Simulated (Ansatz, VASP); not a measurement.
## Cd: VASP beside Ansatz

File POSCAR:

```
Cd
1.0
    0.0000000000      2.2473392783      2.2473392783
    2.2473392783      0.0000000000      2.2473392783
    2.2473392783      2.2473392783      0.0000000000
Cd
1
Direct
    0.0000000000      0.0000000000      0.0000000000
```

The input INCAR.step1:

```
SYSTEM = Cd
PREC = Accurate ; ENCUT = 550
ISMEAR = 1 ; SIGMA = 0.1
LREAL = .False. ; LASPH = .True.
NELM = 120 ; NBANDS = 12
GGA = PE ; ALGO = Normal
EDIFF = 1E-5 ; LWAVE = .True.
LCHARG = .False. ; GGA_COMPAT = .False.
```

File INCAR.step2:

```
SYSTEM = Cd
PREC = Accurate ; ENCUT = 550
EDIFF = 1E-6 ; ISMEAR = 1
SIGMA = 0.1 ; LREAL = .False.
LASPH = .True. ; NELM = 120
ALGO = Normal ; ISIF = 2
LWAVE = .False. ; LCHARG = .True.
METAGGA = R2SCAN ; LMIXTAU = .True.
LELF = .True. ; LVHAR = .True.
NBANDS = 12 ; ISTART = 1
GGA_COMPAT = .False.
```

Contents of KPOINTS:

```
Automatic mesh
0
Gamma
  10 10 10
  0 0 0
```

input.yaml

```yaml
crystal:
  lattice:
    - [0.0, 2.2473392783, 2.2473392783]
    - [2.2473392783, 0.0, 2.2473392783]
    - [2.2473392783, 2.2473392783, 0.0]
  atoms:
    - { symbol: Cd, position: [0.0, 0.0, 0.0] }
hamiltonian:
  xc: r2scan
  pseudopotentials: { kind: paw }
kpoints:
  mp_grid: { grid: [10, 10, 10] }
scf:
  occupations: { method: methfessel_paxton, width: 0.1 }
  n_extra_bands: 6
output:
  forces: true
  stress: true
  eigenvalues: true
  dos: { projected: false, de: 0.05, nscf_kmesh: { grid: [15, 15, 15] } }
```

Change from the starting cell: volume scaled by 1.04.

Alike in both runs: functional r2SCAN; k mesh 10 × 10 × 10; occupations methfessel-paxton of order 1, width 0.1 eV; no spin polarisation.

|  | VASP | Ansatz |
| --- | --- | --- |
| version | VASP 6.6.1 | Ansatz 0.2.0 |
| potentials or method | VASP PAW PBE potentials, release 64 (Cd) | Ansatz PAW |
| plane-wave cutoff (eV) | 550 | 500 |
| valence electrons in the cell | 12 | 20 |
| task | single point | density of states |

```csv
,VASP,Ansatz,Ansatz less VASP
gap on the k mesh at the Fermi level (eV),none,none,-
pressure (GPa),-1.7,-1.9,-0.20
```

VASP's potentials were made for PBE, not for r2SCAN. A gap of «none» marks a metal or a gap that the smearing closes. VASP's potentials hold 12 valence electrons a cell and Ansatz's 20, so a difference there can come from the potentials and not from the codes.
